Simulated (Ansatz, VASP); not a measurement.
Fe: VASP beside Ansatz

```
CELL_PARAMETERS angstrom
2.44204 -0.20959 -0.00216
1.01007 2.23316 -0.00076
0.00353 -0.00022 4.00481
ATOMIC_POSITIONS crystal
Fe 0.75000 0.75000 0.75000
Fe 0.25000 0.25000 0.25000
```

Alike in both runs: functional PBE; k mesh 18 × 18 × 10; occupations gaussian, width 0.1 eV; collinear spin.

Ansatz relaxed the structure, and its values are those at the end. VASP's run is a single point on that final structure, the one shown.

```csv
,VASP,Ansatz
version,VASP 6.6.1,Ansatz 0.2.0
potentials or method,"VASP PAW PBE potentials, release 64 (Fe), cutoff 600 eV","scalar-relativistic, plane waves, PAW"
valence electrons in the cell,16,32
```

|  | VASP | Ansatz | Ansatz less VASP |
| --- | --- | --- | --- |
| gap on the k mesh at the Fermi level (eV) | none | none | - |
| pressure (GPa) | -0.3 | 0.0 | +0.27 |
| net moment per atom (μB) | 2.18 | 2.16 | -0.015 |
| size of the moment on the site where the two differ most (μB) | 2.17 | 2.21 | +0.034 |

Site moments also hang on the region over which each program counts them. A gap of «none» marks a metal or a gap that the smearing closes. With one functional, cell and mesh, what is left measures potentials, basis and numerics. VASP's potentials hold 16 valence electrons a cell and Ansatz's 32, so a difference there can come from the potentials and not from the codes. Ansatz's warnings: structure snapped to symmetry.
